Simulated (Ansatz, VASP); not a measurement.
**C: VASP beside Ansatz**

The input POSCAR:

```
C
1.0
   -0.0388188608      1.7947090060      1.7947090060
    1.7947090060     -0.0388188608      1.7947090060
    1.7947090060      1.7947090060     -0.0388188608
C
2
Direct
   -0.0000747738     -0.0000747738     -0.0000747738
    0.2500747738      0.2500747738      0.2500747738
```

INCAR.step1

```
PREC = Accurate ; ENCUT = 520
ISMEAR = 0 ; SIGMA = 0.01
LREAL = F ; LASPH = T
NELM = 80 ; NBANDS = 11
GGA = PE ; ALGO = Normal
EDIFF = 1E-4 ; LWAVE = T
LCHARG = F
```

INCAR.step2

```
PREC = Accurate ; ENCUT = 520
EDIFF = 1E-7 ; ISMEAR = 0
SIGMA = 0.01 ; LREAL = F
LASPH = T ; NELM = 80
ALGO = Normal ; ISIF = 2
LWAVE = F ; LCHARG = T
METAGGA = R2SCAN ; LMIXTAU = T
LELF = T ; LVHAR = T
NBANDS = 11 ; ISTART = 1
```

Contents of KPOINTS:

```
Automatic mesh
0
Gamma
  12 12 12
```

Input for Ansatz:

```yaml
crystal:
  lattice:
    - [-0.0388188608, 1.794709006, 1.794709006]
    - [1.794709006, -0.0388188608, 1.794709006]
    - [1.794709006, 1.794709006, -0.0388188608]
  atoms:
    - { symbol: C, position: [-7.47738e-05, -7.47738e-05, -7.47738e-05] }
    - { symbol: C, position: [0.2500747738, 0.2500747738, 0.2500747738] }
kpoints:
  mp_grid: { grid: [12, 12, 12] }
  band_path:
    path:
      - [0.0, 0.0, 0.0]
      - [0.5, 0.0, 0.5]
      - [0.625, 0.25, 0.625]
      - [0.375, 0.375, 0.75]
      - [0.5, 0.5, 0.5]
      - [0.5, 0.25, 0.75]
      - [0.003906, 0.372396, 0.372396]
    npoints: 1
hamiltonian:
  xc: r2scan
scf:
  occupations: { method: fixed }
  n_extra_bands: 4
output:
  forces: true
  stress: true
  eigenvalues: true
  write_density: true
  write_potential: true
  elf: true
  volumetric_format: npy
```

Change from the starting cell: epitaxial_111 strain +3.0%.

Alike in both runs: task single point; functional r2SCAN; k mesh 12 × 12 × 12; no spin polarisation.

```csv
,VASP,Ansatz
version,VASP 6.6.1,Ansatz 0.2.0
potentials or method,"VASP PAW PBE potentials, release 64 (C)","plane waves, PAW"
plane-wave cutoff (eV),520,500
occupations,"gaussian, width 0.01 eV",fixed
valence electrons in the cell,8,8
```

VASP gave:

```
gap on the k mesh at the Fermi level (eV)                     : 4.19
pressure (GPa)                                                : -21.5
traceless stress, the component that is largest in VASP (GPa) : 11.26
rms of the force components (eV/Å)                            : 0.008
```

Problem. Which values does Ansatz return?

Solution. gap on the k mesh at the Fermi level (eV): 4.22; pressure (GPa): -22.4; traceless stress, the component that is largest in VASP (GPa): 11.18; rms of the force components (eV/Å): 0.000.

VASP's potentials were made for PBE, not for r2SCAN. Atom by atom the forces differ by 0.008 eV/Å (rms over components).
